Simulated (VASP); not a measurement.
A run of VASP 6.6.1 is set up as follows.

The input INCAR:

```
SYSTEM = TbMo
PREC     = Accurate       ! precision mode
ENCUT    = 690            ! plane-wave cutoff, eV
EDIFF    = 1E-6           ! SCF threshold, eV
ISMEAR   = 0              ! smearing method
SIGMA    = 0.1            ! smearing width, eV
LREAL    = .FALSE.        ! projectors in reciprocal space
LASPH    = .TRUE.         ! aspherical terms in the spheres
NELM     = 300            ! most SCF steps
ALGO     = All            ! electronic algorithm
ISIF     = 2              ! what is computed and relaxed
LWAVE    = .FALSE.        ! write WAVECAR
LCHARG   = .TRUE.         ! write CHGCAR
GGA      = PE             ! functional
LVHAR    = .TRUE.       
NBANDS   = 24             ! bands
GGA_COMPAT= .FALSE.      
LMAXMIX  = 6              ! l up to which the mixer works
ISEARCH  = 1            
KPAR     = 4
```

KPOINTS

```
regular mesh
0
G
  6 6 4
  0 0 0
```

File POSCAR:

```
TbMo
1.0
    2.9542720038      0.0000000000      0.0000000000
    0.0000000000      2.9542720038      0.0000000000
    0.0000000000      0.0000000000      4.8779117476
Tb Mo
1 1
Direct
    0.0000000000      0.0000000000      0.5000000000
    0.5000000000      0.5000000000      0.0000000000
```

Potentials or basis: VASP PAW PBE potentials, release 64 (Tb, Mo_sv).

Launch:

```bash
$ cat potpaw_PBE.64/Tb/POTCAR potpaw_PBE.64/Mo_sv/POTCAR > POTCAR
$ mpirun -np 4 vasp_std > vasp.out
```

**Question.** Predict the band gap on the k mesh.

**Answer.** Zero (an odd number of electrons rules out a gap without spin polarisation).

**Question.** Predict the pressure.

**Answer.** -8.3 GPa.

Stress tensor (GPa, compression positive):
```
-9.96  0.00  0.00
 0.00 -9.96  0.00
 0.00  0.00 -5.03
```

Caveat: the cell stands under tension; spin-orbit coupling is left out, which moves the levels of the heavy elements; semilocal functionals describe open f shells poorly, which spoils levels, moments and volumes. Spin polarisation is off, so any magnetic state and its effect on volume and gap are missing.
